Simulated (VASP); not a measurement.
Set up this calculation in VASP 6.6.1, as the native input.

* Task: single point
* Functional: PBEsol
* Potentials or basis: VASP PAW PBE potentials, release 64 (Hf_pv)
* Cutoff: 520 eV
* k mesh: 10 × 10 × 5
* Occupations: fermi-dirac, width 0.05 eV
* Spin: non-collinear spin, zero start, spin-orbit coupling
* Starting moments: [[0.0, 0.0, 0.0], [0.0, 0.0, 0.0]] μB
* Dipole correction: no
* Further INCAR settings: ALGO = Fast; EDIFF = 1e-06; NBANDS = 32

The structure of Hf lies in POSCAR:

```
Hf
1.0
    3.1967000000      0.0000000000      0.0000000000
   -1.5983500000      2.7684234083      0.0000000000
    0.0000000000      0.0000000000      5.0578000000
Hf
2
Direct
    0.6666666667      0.3333333333      0.7500000000
    0.3333333333      0.6666666667      0.2500000000
```

One way to write it, as run:

INCAR

```
SYSTEM = Hf
PREC = Accurate
ENCUT = 520
EDIFF = 1E-6
ISMEAR = -1
SIGMA = 0.05
LREAL = .False.
LASPH = .True.
NELM = 150
ALGO = Fast
ISIF = 2
LWAVE = .False.
LCHARG = .False.
LNONCOLLINEAR = .True.
MAGMOM = 0 0 0 0 0 0
LORBIT = 11
LSORBIT = .True.
GGA_COMPAT = .False.
LORBMOM = .True.
LMAXMIX = 4
GGA = PS
NBANDS = 32
```

KPOINTS

```
regular mesh
0
Gamma
  10 10 5
  0 0 0
```

Potentials or basis: VASP PAW PBE potentials, release 64 (Hf_pv).

Run with:

```bash
$ cat potpaw_PBE.64/Hf_pv/POTCAR > POTCAR
$ mpirun -np 1 vasp_ncl > vasp.out
```

It gave:

```
Pressure                                              : -4.7 GPa
Net moment                                            : 0.00 μB per cell
Valence electrons inside the program's atomic spheres : Hf 8.39
```

Caveat: the cell stands under tension; the PAW data sets were made with another functional, which shifts forces and pressure a little.

Run time: 3.7 min on 1 thread of Intel Xeon 8259CL, with other jobs on the host, peak memory 0.3 GiB.
